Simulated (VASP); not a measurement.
# Ta (R-3m) in VASP: single point with PBEsol

Aim: the single point of Ta with PBEsol.

Program: VASP 6.6.1. These are calculated values, not measurements. Logs are shortened: lines on timing, memory, paths and dates and some standing lists are left out, and cuts for length are marked.

### Step 1. The cell of the first run

The structure is trigonal, space group R-3m (No. 166). Conventional cell: a = 2.868 Å, b = 2.868 Å, c = 7.489 Å, α = 90.00°, β = 90.00°, γ = 120.00°. Within 3.8 Å of Ta (site symmetry -3m) lie 12 Ta at 2.87 to 3.00 Å.

### Step 2. Single point, PBEsol

INCAR

```
SYSTEM = Ta
ALGO     = Normal         ! electronic algorithm
EDIFF    = 1E-7           ! SCF threshold, eV
ENCUT    = 520            ! plane-wave cutoff, eV
GGA      = PS             ! functional
ISIF     = 2              ! what is computed and relaxed
ISMEAR   = 0              ! smearing method
ISYM     = 0            
LASPH    = .TRUE.         ! aspherical terms in the spheres
LCHARG   = .TRUE.         ! write CHGCAR
LELF     = .TRUE.         ! ELF
LREAL    = .FALSE.        ! projectors in reciprocal space
LVHAR    = .TRUE.       
LWAVE    = .FALSE.        ! write WAVECAR
NBANDS   = 12             ! bands
NELM     = 100            ! most SCF steps
PREC     = Accurate       ! precision mode
SIGMA    = 0.1            ! smearing width, eV
```

KPOINTS

```
k-points
0
G
  12 12 14
  0 0 0
```

POSCAR

```
Ta
1.0
    2.8679136055      0.0000000000      0.0000000000
   -1.4339568027      2.4836860382      0.0000000000
    1.4339568027      0.8278953461      2.4964419528
Ta
1
Direct
    0.0000000000      0.0000000000      0.0000000000
```

Potentials or basis: VASP PAW PBE potentials, release 64 (Ta_pv).

Run with:

```console
> cat potpaw_PBE.64/Ta_pv/POTCAR > POTCAR
> mpirun -np 1 vasp_std > vasp.out
```

OUTCAR:

```text
SYSTEM = Ta
   EDIFF = 1E-7
   ENCUT = 520
   GGA = PS
   ISIF = 2
   ISMEAR = 0
   ISYM = 0
   LASPH = .TRUE.
   LREAL = .FALSE.
   NELM = 100
   PREC = Accurate

 ion  position               nearest neighbor table
   1  0.000  0.000  0.000-

IMPORTANT INFORMATION: All symmetrisations will be switched off!
NOSYMM: (Re-)initialisation of all symmetry stuff for point group C_1.

----------------------------------------------------------------------------------------

                                     Primitive cell

  volume of cell :      17.7821

  direct lattice vectors                    reciprocal lattice vectors
     2.867913606  0.000000000  0.000000000     0.348685539  0.201313690 -0.267046733
    -1.433956803  2.483686038  0.000000000     0.000000000  0.402627379 -0.133523366
     1.433956803  0.827895346  2.496441953     0.000000000  0.000000000  0.400570099

  length of vectors
     2.867913606  2.867913605  2.995641040     0.483138452  0.424190165  0.400570099

  position of ions in fractional coordinates (direct lattice)
     0.000000000  0.000000000  0.000000000

  ion indices of the primitive-cell ions
   primitive index   ion index
                 1           1

----------------------------------------------------------------------------------------

 KPOINTS: k-points

Automatic generation of k-mesh.
 Grid dimensions read from file:
 generate k-points for:   12   12   14

 Generating k-lattice:

  Cartesian coordinates                     Fractional coordinates (reciprocal lattice)
     0.029057128  0.016776141 -0.022253894     0.083333333  0.000000000  0.000000000
     0.000000000  0.033552282 -0.011126947     0.000000000  0.083333333  0.000000000
     0.000000000  0.000000000  0.028612150     0.000000000  0.000000000  0.071428571

  Length of vectors
     0.040261538  0.035349180  0.028612150

  Shift w.r.t. Gamma in fractional coordinates (k-lattice)
     0.000000000  0.000000000  0.000000000

 -----------------------------------------------------------------------------
|                                                                             |
|           W    W    AA    RRRRR   N    N  II  N    N   GGGG   !!!           |
|           W    W   A  A   R    R  NN   N  II  NN   N  G    G  !!!           |
|           W    W  A    A  R    R  N N  N  II  N N  N  G       !!!           |
|           W WW W  AAAAAA  RRRRR   N  N N  II  N  N N  G  GGG   !            |
|           WW  WW  A    A  R   R   N   NN  II  N   NN  G    G                |
|           W    W  A    A  R    R  N    N  II  N    N   GGGG   !!!           |
|                                                                             |
|     Your reciprocal lattice and k-lattice belong to different lattice       |
|     classes:                                                                |
|                                                                             |
|        The reciprocal lattice is rhombohedral (trigonal),                   |
|        whereas your k-lattice is base-centered monoclinic.                  |
|                                                                             |
|     Results are often still useful ...                                      |
|                                                                             |
 -----------------------------------------------------------------------------

 WARNING: IBZKPT: internal override: KBLOWUP is changed to .FALSE.
      ... skipping the blow-up phase ...

 Subroutine IBZKPT returns following result:
 ===========================================

 Found   1012 irreducible k-points:

 Following reciprocal coordinates:
            Coordinates               Weight
  0.000000  0.000000  0.000000      1.000000
  0.083333  0.000000  0.000000      2.000000
  0.166667  0.000000  0.000000      2.000000
  0.250000  0.000000  0.000000      2.000000
  0.333333  0.000000  0.000000      2.000000
  0.416667 -0.000000  0.000000      2.000000
[... 16 lines left out ...]
  0.250000  0.166667  0.000000      2.000000
  0.333333  0.166667  0.000000      2.000000
 [... further k-points ...]
   k-points           NKPTS =   1012   k-points in BZ     NKDIM =   1012   number of bands    NBANDS=     12
   number of dos      NEDOS =    301   number of ions     NIONS =      1
   total plane-waves  NPLWV =  13824
   dimension x,y,z NGX =    24 NGY =   24 NGZ =   24
   dimension x,y,z NGXF=    48 NGYF=   48 NGZF=   48
   ions per type =               1
   NGX,Y,Z   is equivalent  to a cutoff of  13.91, 13.91, 13.32 a.u.
   NGXF,Y,Z  is equivalent  to a cutoff of  27.82, 27.82, 26.64 a.u.
 SYSTEM =  Ta
   PREC   = accura    normal or accurate (medium, high low for compatibility)
   ISTART =      0    job   : 0-new  1-cont  2-samecut
   ICHARG =      2    charge: 1-file 2-atom 10-const
   ISPIN  =      1    spin polarized calculation?
   LNONCOLLINEAR =      F non collinear calculations
   LSORBIT =      F    spin-orbit coupling
   LASPH  =      T    aspherical Exc in radial PAW
   ENCUT  =  520.0 eV  38.22 Ry    6.18 a.u.   5.33  5.33  5.57*2*pi/ulx,y,z
   NELM   =    100;   NELMIN=  2; NELMDL= -5     # of ELM steps
   EDIFF  = 0.1E-06   stopping-criterion for ELM
   LREAL  =      F    real-space projection
   EDIFFG = 0.1E-05   stopping-criterion for IOM
   NSW    =      0    number of steps for IOM
   IBRION =     -1    ionic relax: 0-MD 1-quasi-New 2-CG
   NFREE  =      0    steps in history (QN), initial steepest desc. (CG)
   ISIF   =      2    stress and relaxation
   ISYM   =      0    0-nonsym 1-usesym 2-fastsym
   POTIM  = 0.5000    time-step for ionic-motion
   TEBEG  =    0.0;   TEEND  =   0.0 temperature during run
   PSTRESS=    0.0 pullay stress
   NELECT =      11.0000    total number of electrons
   NUPDOWN=      -1.0000    fix difference up-down
   EMIN   =  10.00;   EMAX   =-10.00  energy-range for DOS
   EFERMI =   0.00;   METHOD = LEGACY
   ISMEAR =     0;   SIGMA  =   0.10  broadening in eV -4-tet -1-fermi 0-gaus
   EFERMI_NEDOS =   21; number of points for ismear=-14 and -15
   IALGO  =     38    algorithm
   IMIX   =      4    mixing-type and parameters
     AMIX     =   0.40;   BMIX     =  1.00
     AMIX_MAG =   1.60;   BMIX_MAG =  1.00
  volume/ion in A,a.u.               =      17.78       120.00
  Fermi-wavevector in a.u.,A,eV,Ry     =   1.394904  2.635986 26.473633  1.945757
  Thomas-Fermi vector in A             =   2.518408
   LORBIT       =      0    0 simple, 1 ext, 2 COOP (PROOUT), +10 PAW based schemes
   GGA     = PS    functional components
   LHFCALC =     F    Hartree Fock is set to
   AEXX    =    0.0000 exact exchange contribution
   IVDW    =     0    specifies the selected vdW correction
   LEPSILON=     F    determine dielectric tensor
   LRPA    =     F    only Hartree local field effects (RPA)
 non-spin polarized calculation
 Gauss-broadening in eV      SIGMA  =   0.10
  energy-cutoff  :      520.00
  volume of cell :       17.78
 maximum number of plane-waves:       496
 NGX is ok and might be reduce to    24
   NGX = 11   NGY = 11   NGZ = 11

 number of electron      11.0000000 magnetization

 Free energy of the ion-electron system (eV)
  ---------------------------------------------------
  ext. energy  EPLUGINS =         0.00000000
  ---------------------------------------------------
  free energy    TOTEN  =       -12.27127390 eV

  energy without entropy =      -12.26503509  energy(sigma->0) =      -12.26815449

 E-fermi :   5.7808     XC(G=0): -12.7903

 val. band max:        5.7803112989   @ k =  -0.4167  -0.4167   0.2143
 cond. band min:       5.7822356969   @ k =   0.0000   0.3333  -0.0000
 fundamental gap:      0.0019243981
 Fermi energy:         5.7808002702

 k-point     1 :       0.0000    0.0000    0.0000
  band No.  band energies     occupation
      1     -27.6631      2.00000
      2     -27.4802      2.00000
      3     -27.4767      2.00000
      4      -2.5506      2.00000
      5       5.4756      1.99998
      6       6.5665      0.00000
      7       6.5674      0.00000
      8       9.5367      0.00000
      9       9.5386      0.00000
     10      18.4442      0.00000
     11      20.1195      0.00000
     12      22.6095      0.00000

 k-point     2 :       0.0833    0.0000    0.0000
  band No.  band energies     occupation
      1     -27.7049      2.00000
      2     -27.5595      2.00000
      3     -27.5058      2.00000
      4      -2.1533      2.00000
      5       5.4631      1.99999
      6       6.4110      0.00000
      7       6.8060      0.00000
      8       8.9892      0.00000
      9       9.6674      0.00000
     10      19.2763      0.00000
     11      20.1186      0.00000
     12      22.5586      0.00000

 k-point     3 :       0.1667    0.0000    0.0000
  band No.  band energies     occupation
      1     -27.8718      2.00000
      2     -27.7134      2.00000
      3     -27.5849      2.00000
      4      -1.0596      2.00000
      5       4.7952      2.00000
      6       6.8295      0.00000
      7       7.5144      0.00000
      8       7.7383      0.00000
      9      10.0380      0.00000
     10      20.1167      0.00000
     11      21.4033      0.00000
     12      22.3899      0.00000
[... 286 lines left out ...]
 k-point    23 :       0.2500    0.1667    0.0000
  band No.  band energies     occupation
      1     -28.4813      2.00000
      2     -27.9177      2.00000
      3     -27.8874      2.00000
      4       1.8044      2.00000
      5       3.4948      2.00000
      6       5.6843      1.82783
      7       8.3022      0.00000
      8      11.2326      0.00000
      9      12.0366      0.00000
     10      18.7387      0.00000
     11      20.1381      0.00000
     12      21.7579      0.00000

 k-point    24 :       0.3333    0.1667    0.0000
  band No.  band energies     occupation
      1     -28.5887      2.00000
      2     -28.0245      2.00000
      3     -27.9837      2.00000
      4       1.8401      2.00000
      5       3.0147      2.00000
      6       6.6542      0.00000
      7       9.4823      0.00000
      8      12.1665      0.00000
      9      13.6297      0.00000
     10      16.4372      0.00000
     11      19.9319      0.00000
     12      20.1220      0.00000

 [... further k-points ...]

------------------------ aborting loop because EDIFF is reached ----------------------------------------

  FORCE on cell =-STRESS in cart. coord.  units (eV):
  Direction    XX          YY          ZZ          XY          YZ          ZX
  --------------------------------------------------------------------------------------
  -------------------------------------------------------------------------------------
  Total        0.6890089      0.6839038      0.2997548      0.0044218      0.0133973      0.0232048
  in kB       62.0799255     61.6199574     27.0080054      0.3984096      1.2070971      2.0907566
  external PRESSURE =      50.2359628 kB  Pullay stress =       0.0000000 kB

 VOLUME and BASIS-vectors are now :
 -----------------------------------------------------------------------------
  energy-cutoff  :      520.00
  volume of cell :       17.78
      direct lattice vectors                 reciprocal lattice vectors
     2.867913606  0.000000000  0.000000000     0.348685539  0.201313690 -0.267046733
    -1.433956803  2.483686038  0.000000000     0.000000000  0.402627379 -0.133523366
     1.433956803  0.827895346  2.496441953     0.000000000  0.000000000  0.400570099

 POSITION                                       TOTAL-FORCE (eV/Angst)
 -----------------------------------------------------------------------------------
      0.00000      0.00000      0.00000        -0.000000     -0.000000     -0.000000
 -----------------------------------------------------------------------------------
    total drift:                               -0.000000     -0.000000     -0.000000

  FREE ENERGIE OF THE ION-ELECTRON SYSTEM (eV)
  ---------------------------------------------------
  free  energy   TOTEN  =       -12.2712738962 eV

  energy  without entropy=      -12.2650350884  energy(sigma->0) =      -12.26815449
```

Wall time 79 s (1 thread of Intel Xeon Platinum 8488C (Sapphire Rapids), shared host); peak memory 0.32 GiB.

Results:

- Free energy: -12.2713 eV
- Pressure: 5.0 GPa

Caveat: the PAW data sets were made with another functional, which shifts forces and pressure a little; spin-orbit coupling is left out, which moves the levels of the heavy elements.
